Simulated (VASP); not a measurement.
CaF2, 3 atoms in the cell. It takes space group Fm-3m (No. 225, cubic). Conventional cell: a = 5.350 Å, b = 5.350 Å, c = 5.350 Å, α = 90.00°, β = 90.00°, γ = 90.00°. Ca (site symmetry m-3m) has 8 F at 2.32 Å within 3.1 Å. F (site symmetry -43m) has 4 Ca at 2.32 Å and 6 F at 2.68 Å within 3.1 Å. 

- Program: VASP 6.6.1
- Task: single point
- Functional: PBEsol
- Potentials or basis: VASP PAW PBE potentials, release 64 (Ca_sv, F)
- Cutoff: 600 eV
- k mesh: 6 × 6 × 6
- Occupations: gaussian, width 0.01 eV
- Spin: no spin polarisation
- Dipole correction: no
- Further INCAR settings: ALGO = Normal; EDIFF = 1e-06; NBANDS = 19

Potentials or basis: VASP PAW PBE potentials, release 64 (Ca_sv, F).

Launch:

```console
$ cat potpaw_PBE.64/Ca_sv/POTCAR potpaw_PBE.64/F/POTCAR > POTCAR
$ mpirun -np 1 vasp_std > vasp.out
```

Hardware: 1 thread of AMD EPYC 9R45 96-Core Processor (Zen 5), with other jobs on the host.

Task: Estimate the wall time of this run.

Result: Wall time 9 s on 1 thread of AMD EPYC 9R45 96-Core Processor (Zen 5) (shared host), peak memory 0.14 GiB. Counts: scf iterations 13, k points 16.
